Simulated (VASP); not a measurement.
Here is a VASP 6.6.1 calculation.

Contents of INCAR:

```
PREC = Accurate
ENCUT = 520
EDIFF = 1E-8
ISMEAR = -1
SIGMA = 0.03
LREAL = F
LASPH = T
NELM = 80
ALGO = Normal
ISIF = 2
LWAVE = F
LCHARG = F
GGA = PS
LEFG = T
NBANDS = 12
```

KPOINTS

```
regular mesh
0
Gamma
  16 16 16
```

The input POSCAR:

```
Ga
1.0
   -1.3676700000      1.4122500000      2.2290000000
    1.4122500000     -1.3676700000      2.2290000000
    1.3957500000      1.3957500000     -2.2009200000
Ga
1
Direct
    0.0000000000      0.0000000000      0.0000000000
```

Potentials or basis: VASP PAW PBE potentials, release 64 (Ga_d).

Launch:

```bash
$ cat potpaw_PBE.64/Ga_d/POTCAR > POTCAR
$ mpirun -np 1 vasp_std > vasp.out
```

Q: Estimate the band gap on the k mesh.

A: Zero (an odd number of electrons rules out a gap without spin polarisation).

Q: What does it give for the pressure?

A: 0.7 GPa.

Stress tensor (GPa, compression positive):
```
 0.76 -0.70 -0.40
-0.70  0.76 -0.40
-0.40 -0.40  0.55
```

Caveat: the cell differs from its parent crystal (equal xy, yz and zx shear strains of +2 %); without QUAD_EFG the Cq values of the log hold for a quadrupole moment of 1 mb, not for the nuclei; the PAW data sets were made with another functional, which shifts forces and pressure a little.
